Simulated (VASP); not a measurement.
A run of VASP 6.6.1 is set up as follows.

INCAR

```
SYSTEM = InAs
PREC = Accurate ; ENCUT = 500
EDIFF = 1E-6 ; ISMEAR = -1
SIGMA = 0.05 ; LREAL = .FALSE.
LASPH = .TRUE. ; NELM = 120
ALGO = Normal ; ISIF = 2
LWAVE = .FALSE. ; LCHARG = .FALSE.
GGA = PE ; NBANDS = 16
GGA_COMPAT = .FALSE.
```

The input KPOINTS:

```
Automatic mesh
0
G
  6 6 6
  0 0 0
```

The input POSCAR:

```
InAs
1.0
    0.0000000000      2.9563908761      2.9563908761
    2.9563908761      0.0000000000      2.9563908761
    2.9563908761      2.9563908761      0.0000000000
In As
1 1
Direct
    0.0000000000      0.0000000000      0.0000000000
    0.2500000000      0.2500000000      0.2500000000
```

Potentials or basis: VASP PAW PBE potentials, release 64 (In_d, As).

Launch:

```console
$ cat potpaw_PBE.64/In_d/POTCAR potpaw_PBE.64/As/POTCAR > POTCAR
$ mpirun -np 1 vasp_std > vasp.out
```

What does it give for the band gap on the k mesh?

0.15 eV.

Predict the pressure.

9.2 GPa.

Caveat: the cell stands under pressure; spin-orbit coupling is left out, which moves the levels of the heavy elements.
